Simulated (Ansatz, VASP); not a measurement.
## One calculation of Bi, two programs

The input INCAR:

```
SYSTEM = Bi
ALGO = Normal
EDIFF = 1E-6
ENCUT = 520
GGA = PE
ISIF = 2
ISMEAR = -1
LASPH = .True.
LCHARG = .True.
LELF = .True.
LREAL = .False.
LVHAR = .True.
LWAVE = .False.
NBANDS = 38
NELM = 100
PREC = Accurate
SIGMA = 0.1
```

The input KPOINTS:

```
k-points
0
Gamma
  12 12 3
  0 0 0
```

POSCAR

```
Bi
1.0
    3.4775377155      0.0000000000      0.0000000000
   -1.7387688578      3.0116360042      0.0000000000
    0.0000000000      0.0000000000     11.6298505059
Bi
4
Direct
    1.0000000000      0.0000000000      0.0000000000
    0.0000000000      0.0000000000      0.5000000000
    0.3333333333      0.6666666667      0.2500000000
    0.6666666667      0.3333333333      0.7500000000
```

Input for Ansatz:

```yaml
crystal:
  lattice:
    - [3.4775377155, 0.0, 0.0]
    - [-1.7387688578, 3.0116360042, 0.0]
    - [0.0, 0.0, 11.6298505059]
  atoms:
    - { symbol: Bi, position: [1.0, 0.0, 0.0] }
    - { symbol: Bi, position: [0.0, 0.0, 0.5] }
    - { symbol: Bi, position: [0.3333333333, 0.6666666667, 0.25] }
    - { symbol: Bi, position: [0.6666666667, 0.3333333333, 0.75] }
hamiltonian:
  xc: pbe
  pseudopotentials:
    kind: paw
    azcp:
      Bi: "pseudopotentials/Bi.paw.azcp"
basis:
  ecutwfc: 420
  fft_grid_basis: typed
kpoints:
  mp_grid: { grid: [12, 12, 3], shift: [0, 0, 0] }
magnetization:
  spin_polarized: false
scf:
  occupations: { method: fermi_dirac, width: 0.1 }
  lower_state_search: "off"
output:
  stress: true
```

Alike in both runs: task single point; functional PBE; k mesh 12 × 12 × 3; occupations fermi-dirac, width 0.1 eV; no spin polarisation.

|  | VASP | Ansatz |
| --- | --- | --- |
| version | VASP 6.6.1 | Ansatz 0.2.0 |
| potentials or method | VASP PAW PBE potentials, release 64 (Bi_d), cutoff 520 eV | plane waves (420 eV) with PAW, scalar-relativistic |
| valence electrons in the cell | 60 | 60 |

```tsv
	VASP	Ansatz	Ansatz less VASP
pressure (GPa)	2.2	2.2	+0.07
```

Neither program's run includes spin-orbit coupling.
